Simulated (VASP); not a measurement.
Set up this calculation in VASP 6.6.1, as the native input.

- Task: single point
- Functional: LDA
- Potentials or basis: VASP PAW LDA potentials, release 64 (Au)
- Cutoff: 520 eV
- k mesh: 14 × 14 × 8
- Occupations: fermi-dirac, width 0.1 eV
- Spin: no spin polarisation
- Dipole correction: no
- Further INCAR settings: ALGO = Normal; EDIFF = 1e-06; NBANDS = 18

The structure of Au lies in POSCAR:

```
Au
1.0
    2.8768817805      0.0000000000      0.0000000000
   -1.4384408902      2.4914527056      0.0000000000
    0.0000000000      0.0000000000      4.8123409769
Au
2
Direct
    0.3333333333      0.6666666667      0.2500000000
    0.6666666667      0.3333333333      0.7500000000
```

This cell differs from its parent crystal: volume scaled by 1.04.

These files were run (other wordings do the same):

INCAR

```
SYSTEM = Au
  PREC = Accurate
  ENCUT = 520
  EDIFF = 1E-6
  ISMEAR = -1
  SIGMA = 0.1
  LREAL = .FALSE.
  LASPH = .TRUE.
  NELM = 100
  ALGO = Normal
  ISIF = 2
  LWAVE = .FALSE.
  LCHARG = .FALSE.
  GGA = CA
  NBANDS = 18
```

KPOINTS

```
regular mesh
0
G
  14 14 8
  0 0 0
```

Potentials or basis: VASP PAW LDA potentials, release 64 (Au).

Command:

```sh
$ cat potpaw_LDA.64/Au/POTCAR > POTCAR
$ mpirun -np 1 vasp_std > vasp.out
```

Results of the run:

- Pressure: -6.2 GPa
- Band gap on the k mesh: zero (band 11 reaches 12.90 eV, above the bottom of band 12 at 6.44 eV)

Caveat: spin-orbit coupling is left out, which moves the levels of the heavy elements.

Wall time 21 s on 1 thread of Intel(R) Xeon(R) Platinum 8559C (Emerald Rapids), on a shared host, peak memory 0.18 GiB.
